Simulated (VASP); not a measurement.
Write the native input for VASP 6.6.1 that does the following.

- Task: single point
- Functional: PBE
- Potentials or basis: VASP PAW PBE potentials, release 64 (Mo_sv)
- Cutoff: 520 eV
- k mesh: 12 × 12 × 12
- Occupations: gaussian, width 0.02 eV
- Spin: no spin polarisation
- Dipole correction: no
- Further INCAR settings: ALGO = Normal; EDIFF = 1e-07; NBANDS = 13

The structure of Mo lies in POSCAR:

```
Mo
1.0
   -1.5838089719      1.5838089719      1.5838089719
    1.5838089719     -1.5838089719      1.5838089719
    1.5838089719      1.5838089719     -1.5838089719
Mo
1
Direct
    0.0000000000      0.0000000000      0.0000000000
```

One way to write it, as run:

INCAR

```
PREC     = Accurate       # precision mode
ENCUT    = 520            # plane-wave cutoff, eV
EDIFF    = 1E-7           # SCF threshold, eV
ISMEAR   = 0              # smearing method
SIGMA    = 0.02           # smearing width, eV
LREAL    = F              # projectors in reciprocal space
LASPH    = T              # aspherical terms in the spheres
NELM     = 100            # most SCF steps
ALGO     = Normal         # electronic algorithm
ISIF     = 2              # what is computed and relaxed
LWAVE    = F              # write WAVECAR
LCHARG   = T              # write CHGCAR
GGA      = PE             # functional
LELF     = T              # ELF
LVHAR    = T            
NBANDS   = 13             # bands
```

KPOINTS

```
regular mesh
0
Gamma
  12 12 12
```

Potentials or basis: VASP PAW PBE potentials, release 64 (Mo_sv).

Command:

```bash
$ cat potpaw_PBE.64/Mo_sv/POTCAR > POTCAR
$ mpirun -np 1 vasp_std > vasp.out
```

It gave:

- Pressure: -1.4 GPa
- Band gap on the k mesh: zero (band 7 reaches 16.22 eV, above the bottom of band 8 at 11.00 eV)

Run time: 18 s on 1 thread of Intel(R) Xeon(R) Platinum 8259CL CPU @ 2.50GHz (Skylake/Cascade Lake), with other jobs on the host, peak memory 0.13 GiB.
